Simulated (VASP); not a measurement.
Input of a VASP 6.6.1 run:

INCAR

```
PREC     = Accurate       # precision mode
ENCUT    = 520            # plane-wave cutoff, eV
EDIFF    = 1E-6           # SCF threshold, eV
ISMEAR   = 0              # smearing method
SIGMA    = 0.05           # smearing width, eV
LREAL    = F              # projectors in reciprocal space
LASPH    = T              # aspherical terms in the spheres
NELM     = 150            # most SCF steps
ALGO     = Normal         # electronic algorithm
ISIF     = 2              # what is computed and relaxed
LWAVE    = F              # write WAVECAR
LCHARG   = T              # write CHGCAR
ISPIN    = 2              # spin polarisation
MAGMOM   = 1 0 0          # initial moments
LORBIT   = 11             # projections on sites
LMAXMIX  = 6              # l up to which the mixer works
GGA      = PE             # functional
LELF     = T              # ELF
LVHAR    = T            
NBANDS   = 29             # bands
```

The input KPOINTS:

```
Automatic mesh
0
Gamma
  8 8 8
```

The input POSCAR:

```
YbSe2
1.0
    2.4079800550      1.3902479330      3.9325804517
   -2.4079800550      1.3902479330      3.9325804517
    0.0000000000     -2.7804958660      3.9325804517
Yb Se
1 2
Direct
    0.0000000000      0.0000000000      0.0000000000
    0.2500092680      0.2500092680      0.2500092680
    0.7499907320      0.7499907320      0.7499907320
```

Potentials or basis: VASP PAW PBE potentials, release 64 (Yb, Se).

Command:

```sh
$ cat potpaw_PBE.64/Yb/POTCAR potpaw_PBE.64/Se/POTCAR > POTCAR
$ mpirun -np 1 vasp_std > vasp.out
```

Q: Estimate the pressure.

A: -0.3 GPa.

Q: Estimate the net moment.

A: 0.00 μB per cell.

Q: Predict the band gap on the k mesh.

A: Zero (filled and empty bands overlap).

Caveat: spin-orbit coupling is left out, which moves the levels of the heavy elements. The state reached can hang on the start; a lower one may exist.
